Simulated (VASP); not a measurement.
# MoRu5 (P-62m) in VASP: further runs

The runs below take MoRu5 through single point, with PBE.

Program: VASP 6.6.1. These are calculated values, not measurements. Logs are shortened: lines on timing, memory, paths and dates and some standing lists are left out, and cuts for length are marked.

## 1. The cell of the first run

It takes space group P-62m (No. 189, hexagonal). Conventional cell: a = 4.716 Å, b = 4.716 Å, c = 4.405 Å, α = 90.00°, β = 90.00°, γ = 120.00°. Within 3.6 Å of Mo (site symmetry -62m) lie 12 Ru at 2.71 to 2.72 Å. Within 3.6 Å of Ru (site symmetry -6) lie 9 Ru at 2.71 to 2.72 Å and 3 Mo at 2.72 Å. Ru (site symmetry m2m) has 2 Mo at 2.71 Å and 10 Ru at 2.71 to 2.72 Å within 3.6 Å.

## 2. Single point, PBE

INCAR reads:

```
SYSTEM = MoRu5
PREC = Accurate ; ENCUT = 520
EDIFF = 1E-6 ; ISMEAR = 0
SIGMA = 0.1 ; LREAL = .False.
LASPH = .True. ; NELM = 60
ALGO = Normal ; ISIF = 2
LWAVE = .False. ; LCHARG = .False.
GGA = PE ; NBANDS = 51
```

KPOINTS reads:

```
Automatic mesh
0
Gamma
  6 6 4
  0 0 0
```

POSCAR reads:

```
MoRu5
1.0
    4.7160651200      0.0000000000      0.0000000000
   -2.3580325600      4.0842322000      0.0000000000
    0.0000000000      0.0000000000      4.4047989400
Mo Ru
1 5
Direct
    0.0000000000      0.0000000000      0.0000000000
    0.3333333300      0.6666666700      0.0000000000
    0.6666666700      0.3333333300      0.0000000000
    0.6666666700      0.6666666700      0.5000000000
    0.3333333300      0.0000000000      0.5000000000
    0.0000000000      0.3333333300      0.5000000000
```

Potentials or basis: VASP PAW PBE potentials, release 64 (Mo_sv, Ru_pv).

Command:

```sh
> cat potpaw_PBE.64/Mo_sv/POTCAR potpaw_PBE.64/Ru_pv/POTCAR > POTCAR
> mpirun -np 1 vasp_std > vasp.out
```

OUTCAR:

```text
SYSTEM = MoRu5
   PREC = Accurate
   ENCUT = 520
   EDIFF = 1E-6
   ISMEAR = 0
   LREAL = .False.
   LASPH = .True.
   NELM = 60
   ISIF = 2
   GGA = PE

 ion  position               nearest neighbor table
   1  0.000  0.000  0.000-   5 2.71   5 2.71   6 2.71   4 2.71   4 2.71   6 2.71   2 2.72   3 2.72
                             3 2.72   2 2.72   3 2.72   2 2.72
   2  0.333  0.667  0.000-   5 2.71   5 2.71   6 2.71   6 2.71   4 2.71   4 2.71   1 2.72   3 2.72
                             3 2.72   1 2.72   1 2.72   3 2.72
   3  0.667  0.333  0.000-   6 2.71   6 2.71   5 2.71   5 2.71   4 2.71   4 2.71   1 2.72   2 2.72
                             2 2.72   1 2.72   1 2.72   2 2.72
   4  0.667  0.667  0.500-   1 2.71   1 2.71   2 2.71   2 2.71   3 2.71   3 2.71   5 2.72   6 2.72
                             5 2.72   6 2.72   6 2.72   5 2.72
   5  0.333  0.000  0.500-   1 2.71   1 2.71   2 2.71   2 2.71   3 2.71   3 2.71   6 2.72   4 2.72
                             4 2.72   6 2.72   6 2.72   4 2.72
   6  0.000  0.333  0.500-   3 2.71   3 2.71   1 2.71   1 2.71   2 2.71   2 2.71   5 2.72   4 2.72
                             5 2.72   4 2.72   4 2.72   5 2.72

  LATTYP: Found a hexagonal cell.
 ALAT       =     4.7160651200
 C/A-ratio  =     0.9339987528

  Lattice vectors:

 A1 = (   4.7160651200,   0.0000000000,   0.0000000000)
 A2 = (  -2.3580325600,   4.0842322000,   0.0000000000)
 A3 = (   0.0000000000,   0.0000000000,   4.4047989400)

Analysis of symmetry for initial positions (statically):
=====================================================================
 Subroutine PRICEL returns:
 Original cell was already a primitive cell.

 Routine SETGRP: Setting up the symmetry group for a
 hexagonal supercell.

 Subroutine GETGRP returns: Found 12 space group operations
 (whereof 12 operations were pure point group operations)
 out of a pool of 24 trial point group operations.

The static configuration has the point symmetry D_3h.

Analysis of symmetry for dynamics (positions and initial velocities):
=====================================================================
 Subroutine PRICEL returns:
 Original cell was already a primitive cell.

 Routine SETGRP: Setting up the symmetry group for a
 hexagonal supercell.

 Subroutine GETGRP returns: Found 12 space group operations
 (whereof 12 operations were pure point group operations)
 out of a pool of 24 trial point group operations.

The dynamic configuration has the point symmetry D_3h.

 Subroutine INISYM returns: Found 12 space group operations
 (whereof 12 operations are pure point group operations),
 and found     1 'primitive' translations

----------------------------------------------------------------------------------------

                                     Primitive cell

  volume of cell :      84.8431

  direct lattice vectors                    reciprocal lattice vectors
     4.716065120  0.000000000  0.000000000     0.212041177  0.122422031  0.000000000
    -2.358032560  4.084232200  0.000000000     0.000000000  0.244844062  0.000000000
     0.000000000  0.000000000  4.404798940     0.000000000  0.000000000  0.227025118

  length of vectors
     4.716065120  4.716065120  4.404798940     0.244844062  0.244844062  0.227025118

  position of ions in fractional coordinates (direct lattice)
     0.000000000  0.000000000  0.000000000
     0.333333330  0.666666670  0.000000000
     0.666666670  0.333333330  0.000000000
     0.666666670  0.666666670  0.500000000
     0.333333330  0.000000000  0.500000000
     0.000000000  0.333333330  0.500000000

  ion indices of the primitive-cell ions
   primitive index   ion index
                 1           1
                 2           2
                 3           3
                 4           4
                 5           5
                 6           6

----------------------------------------------------------------------------------------

 KPOINTS: Automatic mesh

Automatic generation of k-mesh.
 Grid dimensions read from file:
 generate k-points for:    6    6    4

 Generating k-lattice:

  Cartesian coordinates                     Fractional coordinates (reciprocal lattice)
     0.035340196  0.020403672  0.000000000     0.166666667  0.000000000  0.000000000
     0.000000000  0.040807344  0.000000000     0.000000000  0.166666667  0.000000000
     0.000000000  0.000000000  0.056756280     0.000000000  0.000000000  0.250000000

  Length of vectors
     0.040807344  0.040807344  0.056756280

  Shift w.r.t. Gamma in fractional coordinates (k-lattice)
     0.000000000  0.000000000  0.000000000

 Subroutine IBZKPT returns following result:
 ===========================================

 Found     21 irreducible k-points:

 Following reciprocal coordinates:
            Coordinates               Weight
  0.000000  0.000000  0.000000      1.000000
  0.166667  0.000000  0.000000      6.000000
  0.333333  0.000000  0.000000      6.000000
  0.500000  0.000000  0.000000      3.000000
  0.166667  0.166667  0.000000      6.000000
  0.333333  0.166667  0.000000     12.000000
[... 13 lines left out ...]
  0.333333  0.166667  0.500000     12.000000
  0.333333  0.333333  0.500000      2.000000
   k-points           NKPTS =     21   k-points in BZ     NKDIM =     21   number of bands    NBANDS=     51
   number of dos      NEDOS =    301   number of ions     NIONS =      6
   total plane-waves  NPLWV =  46656
   dimension x,y,z NGX =    36 NGY =   36 NGZ =   36
   dimension x,y,z NGXF=    72 NGYF=   72 NGZF=   72
   ions per type =               1   5
   NGX,Y,Z   is equivalent  to a cutoff of  12.69, 12.69, 13.59 a.u.
   NGXF,Y,Z  is equivalent  to a cutoff of  25.38, 25.38, 27.17 a.u.
 SYSTEM =  MoRu5
   PREC   = accura    normal or accurate (medium, high low for compatibility)
   ISTART =      0    job   : 0-new  1-cont  2-samecut
   ICHARG =      2    charge: 1-file 2-atom 10-const
   ISPIN  =      1    spin polarized calculation?
   LNONCOLLINEAR =      F non collinear calculations
   LSORBIT =      F    spin-orbit coupling
   LASPH  =      T    aspherical Exc in radial PAW
   ENCUT  =  520.0 eV  38.22 Ry    6.18 a.u.   8.77  8.77  8.19*2*pi/ulx,y,z
   NELM   =     60;   NELMIN=  2; NELMDL= -5     # of ELM steps
   EDIFF  = 0.1E-05   stopping-criterion for ELM
   LREAL  =      F    real-space projection
   EDIFFG = 0.1E-04   stopping-criterion for IOM
   NSW    =      0    number of steps for IOM
   IBRION =     -1    ionic relax: 0-MD 1-quasi-New 2-CG
   NFREE  =      0    steps in history (QN), initial steepest desc. (CG)
   ISIF   =      2    stress and relaxation
   ISYM   =      2    0-nonsym 1-usesym 2-fastsym
   POTIM  = 0.5000    time-step for ionic-motion
   TEBEG  =    0.0;   TEEND  =   0.0 temperature during run
   PSTRESS=    0.0 pullay stress
   NELECT =      84.0000    total number of electrons
   NUPDOWN=      -1.0000    fix difference up-down
   EMIN   =  10.00;   EMAX   =-10.00  energy-range for DOS
   EFERMI =   0.00;   METHOD = LEGACY
   ISMEAR =     0;   SIGMA  =   0.10  broadening in eV -4-tet -1-fermi 0-gaus
   EFERMI_NEDOS =   21; number of points for ismear=-14 and -15
   IALGO  =     38    algorithm
   IMIX   =      4    mixing-type and parameters
     AMIX     =   0.40;   BMIX     =  1.00
     AMIX_MAG =   1.60;   BMIX_MAG =  1.00
  volume/ion in A,a.u.               =      14.14        95.42
  Fermi-wavevector in a.u.,A,eV,Ry     =   1.631658  3.083387 36.222901  2.662308
  Thomas-Fermi vector in A             =   2.723758
   LORBIT       =      0    0 simple, 1 ext, 2 COOP (PROOUT), +10 PAW based schemes
   GGA     = PE    functional components
   LHFCALC =     F    Hartree Fock is set to
   AEXX    =    0.0000 exact exchange contribution
   IVDW    =     0    specifies the selected vdW correction
   LEPSILON=     F    determine dielectric tensor
   LRPA    =     F    only Hartree local field effects (RPA)
 non-spin polarized calculation
 Gauss-broadening in eV      SIGMA  =   0.10
  energy-cutoff  :      520.00
  volume of cell :       84.84
 maximum number of plane-waves:      2332
 NGX is ok and might be reduce to    36
   NGX = 17   NGY = 17   NGZ = 17

 number of electron      84.0000015 magnetization

 Free energy of the ion-electron system (eV)
  ---------------------------------------------------
  ext. energy  EPLUGINS =         0.00000000
  ---------------------------------------------------
  free energy    TOTEN  =       -57.26081736 eV

  energy without entropy =      -57.23383471  energy(sigma->0) =      -57.24732603

 E-fermi :  12.3691     XC(G=0): -13.8825

 val. band max:       12.3540416620   @ k =   0.3333   0.1667   0.2500
 cond. band min:      12.3971609040   @ k =   0.3333   0.1667   0.5000
 fundamental gap:      0.0431192420
 Fermi energy:        12.3690773755

 k-point     1 :       0.0000    0.0000    0.0000
  band No.  band energies     occupation
      1     -48.5055      2.00000
      2     -30.8699      2.00000
      3     -30.6844      2.00000
      4     -30.6844      2.00000
      5     -30.6136      2.00000
      6     -30.5593      2.00000
[... 43 lines left out ...]
     50      14.6176      0.00000
     51      14.6176      0.00000

 k-point     2 :       0.1667    0.0000    0.0000
  band No.  band energies     occupation
      1     -48.5057      2.00000
      2     -30.8494      2.00000
      3     -30.7291      2.00000
      4     -30.7010      2.00000
      5     -30.5959      2.00000
      6     -30.5524      2.00000
[... 43 lines left out ...]
     50      14.6882      0.00000
     51      16.1194      0.00000

 k-point     3 :       0.3333    0.0000    0.0000
  band No.  band energies     occupation
      1     -48.5062      2.00000
      2     -30.7948      2.00000
      3     -30.7889      2.00000
      4     -30.6631      2.00000
      5     -30.5772      2.00000
      6     -30.5632      2.00000
[... 43 lines left out ...]
     50      14.7987      0.00000
     51      15.7553      0.00000
[... 865 lines left out ...]
 k-point    20 :       0.3333    0.1667    0.5000
  band No.  band energies     occupation
      1     -48.5069      2.00000
      2     -30.8613      2.00000
      3     -30.7469      2.00000
      4     -30.7386      2.00000
      5     -30.6380      2.00000
      6     -30.5370      2.00000
[... 43 lines left out ...]
     50      14.6130      0.00000
     51      14.9876      0.00000

 k-point    21 :       0.3333    0.3333    0.5000
  band No.  band energies     occupation
      1     -48.5070      2.00000
      2     -30.7846      2.00000
      3     -30.7846      2.00000
      4     -30.7523      2.00000
      5     -30.6039      2.00000
      6     -30.5824      2.00000
[... 43 lines left out ...]
     50      14.6612      0.00000
     51      14.9137      0.00000

------------------------ aborting loop because EDIFF is reached ----------------------------------------

  FORCE on cell =-STRESS in cart. coord.  units (eV):
  Direction    XX          YY          ZZ          XY          YZ          ZX
  --------------------------------------------------------------------------------------
  -------------------------------------------------------------------------------------
  Total        1.4094181      1.4094181     -4.9657952      0.0000000      0.0000000      0.0000000
  in kB       26.6154690     26.6154690    -93.7741375      0.0000000      0.0000000      0.0000000
  external PRESSURE =     -13.5143998 kB  Pullay stress =       0.0000000 kB

 VOLUME and BASIS-vectors are now :
 -----------------------------------------------------------------------------
  energy-cutoff  :      520.00
  volume of cell :       84.84
      direct lattice vectors                 reciprocal lattice vectors
     4.716065120  0.000000000  0.000000000     0.212041177  0.122422031  0.000000000
    -2.358032560  4.084232200  0.000000000     0.000000000  0.244844062  0.000000000
     0.000000000  0.000000000  4.404798940     0.000000000  0.000000000  0.227025118

 POSITION                                       TOTAL-FORCE (eV/Angst)
 -----------------------------------------------------------------------------------
      0.00000      0.00000      0.00000         0.000000      0.000000      0.000000
     -0.00000      2.72282      0.00000         0.000000      0.000000      0.000000
      2.35803      1.36141      0.00000         0.000000     -0.000000      0.000000
      1.57202      2.72282      2.20240        -0.197062     -0.341322      0.000000
      1.57202      0.00000      2.20240         0.394125     -0.000000      0.000000
     -0.78601      1.36141      2.20240        -0.197062      0.341322     -0.000000
 -----------------------------------------------------------------------------------
    total drift:                               -0.000000     -0.000000      0.000000

  FREE ENERGIE OF THE ION-ELECTRON SYSTEM (eV)
  ---------------------------------------------------
  free  energy   TOTEN  =       -57.2608173601 eV

  energy  without entropy=      -57.2338347082  energy(sigma->0) =      -57.24732603
```

Run time: 38 s. Hardware: 1 thread of Intel Xeon 6975P-C (Granite Rapids), shared host; peak memory 0.24 GiB.

Results:

- Free energy: -57.2608 eV
- Pressure: -1.4 GPa
- Largest force: 0.394 eV/Å
- Band gap on the k mesh: zero (bands 42 and 43 overlap by 1.26 eV)

Forces in eV/Å, atoms in the order of the input:
```
Mo   0.000  0.000  0.000
Ru   0.000  0.000  0.000
Ru   0.000  0.000  0.000
Ru  -0.197 -0.341  0.000
Ru   0.394  0.000  0.000
Ru  -0.197  0.341  0.000
```

Stress tensor (GPa, compression positive):
```
 2.66  0.00  0.00
 0.00  2.66  0.00
 0.00  0.00 -9.38
```

Levels at points of the mesh, in eV from the Fermi level:
| k point | band 41 | band 42 | band 43 | band 44 | band 45 | band 46 |
| --- | --- | --- | --- | --- | --- | --- |
| (0.00, 0.00, 0.00) | -0.68 | -0.68 | 0.95 | 1.23 | 1.23 | 1.23 |
| (0.50, 0.00, 0.00) | -0.85 | -0.32 | 0.09 | 0.34 | 0.85 | 1.56 |
| (0.00, 0.00, 0.50) | -0.91 | -0.64 | -0.64 | 0.78 | 0.78 | 0.99 |
| (0.50, 0.00, 0.50) | -0.38 | 0.59 | 0.93 | 1.09 | 1.12 | 1.66 |

## 3. Single point, PBE

This run uses another cell than the first one, of 14.08 Å³/atom.

INCAR reads:

```
ALGO = Fast
EDIFF = 1E-6
ENCUT = 520
GGA = PE
ISIF = 2
ISMEAR = 0
LASPH = T
LCHARG = T
LELF = T
LREAL = F
LVHAR = T
LWAVE = F
NBANDS = 51
NELM = 80
PREC = Accurate
SIGMA = 0.1
```

KPOINTS reads:

```
k-points
0
Gamma
  12 12 8
```

POSCAR reads:

```
MoRu5
1.0
    4.7531252804      0.0000000000      0.0000000000
   -2.3765626402      4.1163272402      0.0000000000
    0.0000000000      0.0000000000      4.3182693262
Mo Ru
1 5
Direct
    0.0000000000      0.0000000000      0.0000000000
    0.3333333333      0.6666666667      0.0000000000
    0.6666666667      0.3333333333      0.0000000000
    0.6612773848      0.6612773848      0.5000000000
    0.3387226152      0.0000000000      0.5000000000
    0.0000000000      0.3387226152      0.5000000000
```

Potentials or basis: VASP PAW PBE potentials, release 64 (Mo_sv, Ru_pv).

Command:

```sh
> cat potpaw_PBE.64/Mo_sv/POTCAR potpaw_PBE.64/Ru_pv/POTCAR > POTCAR
> mpirun -np 1 vasp_std > vasp.out
```

It took 2.8 min on 1 thread of Intel Xeon 6975P-C (Granite Rapids), shared host; peak memory 0.41 GiB.

Results (log left out):

```yaml
Free_energy: -57.3136 eV
Pressure: 0.0 GPa
Largest_force: 0.007 eV/Å
Band_gap_on_the_k_mesh: zero (bands 42 and 43 overlap by 1.23 eV)
```

Forces on the atoms (eV/Å):
```
Mo   0.000  0.000  0.000
Ru   0.000  0.000  0.000
Ru   0.000  0.000  0.000
Ru  -0.003 -0.006  0.000
Ru   0.007  0.000  0.000
Ru  -0.003  0.006  0.000
```

Levels at points of the mesh, in eV from the Fermi level:
```csv
k point,band 38,band 39,band 40,band 41,band 42,band 43,band 44,band 45,band 46,band 47
"(0.00, 0.00, 0.00)",-1.48,-0.98,-0.98,-0.55,-0.55,1.07,1.44,1.44,1.53,1.53
"(0.50, 0.00, 0.00)",-1.19,-1.15,-0.86,-0.71,-0.03,0.00,0.38,0.81,1.62,1.76
"(0.00, 0.00, 0.50)",-1.98,-1.98,-0.81,-0.81,-0.60,-0.60,0.87,0.87,1.11,1.11
"(0.50, 0.00, 0.50)",-1.08,-0.86,-0.64,-0.42,0.62,0.99,1.10,1.14,1.70,1.78
```
